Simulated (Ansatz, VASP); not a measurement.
# NaCl: VASP beside Ansatz

INCAR

```
ALGO = Normal
EDIFF = 1E-6
ENCUT = 520
GGA = PE
ISIF = 2
ISMEAR = 0
LASPH = True
LCHARG = False
LREAL = False
LWAVE = False
NBANDS = 14
NELM = 80
PREC = Accurate
SIGMA = 0.02
```

KPOINTS

```
k-points
0
Gamma
  8 8 8
```

POSCAR

```
NaCl
1.0
    0.0000000000      2.8762440537      2.8762440537
    2.8762440537      0.0000000000      2.8762440537
    2.8762440537      2.8762440537      0.0000000000
Na Cl
1 1
Direct
    0.0000000000      0.0000000000      0.0000000000
    0.5000000000      0.5000000000      0.5000000000
```

Input for Ansatz:

```yaml
crystal:
  lattice:
    - [0.0, 2.8762440537, 2.8762440537]
    - [2.8762440537, 0.0, 2.8762440537]
    - [2.8762440537, 2.8762440537, 0.0]
  atoms:
    - { symbol: Na, position: [0.0, 0.0, 0.0] }
    - { symbol: Cl, position: [0.5, 0.5, 0.5] }
basis:
  ecutwfc: 420
kpoints:
  mp_grid: { grid: [8, 8, 8] }
hamiltonian:
  xc: pbe
scf:
  occupations: { method: gaussian, width: 0.02 }
output:
  forces: true
  stress: true
  eigenvalues: true
```

Alike in both runs: task single point; functional PBE; k mesh 8 × 8 × 8; occupations gaussian, width 0.02 eV; no spin polarisation.

|  | VASP | Ansatz |
| --- | --- | --- |
| version | VASP 6.6.1 | Ansatz 0.2.0 |
| potentials or method | VASP PAW PBE potentials, release 64 (Na_pv, Cl), cutoff 520 eV | scalar-relativistic, plane waves, PAW |
| valence electrons in the cell | 14 | 16 |

|  | VASP | Ansatz | Ansatz less VASP |
| --- | --- | --- | --- |
| gap on the k mesh at the Fermi level (eV) | 4.89 | 4.89 | 0.000 |
| least direct gap on the mesh (eV) | 4.89 | 4.89 | 0.000 |
| pressure (GPa) | -0.7 | -0.7 | +0.03 |

VASP's potentials hold 14 valence electrons a cell and Ansatz's 16, so a difference there can come from the potentials and not from the codes.
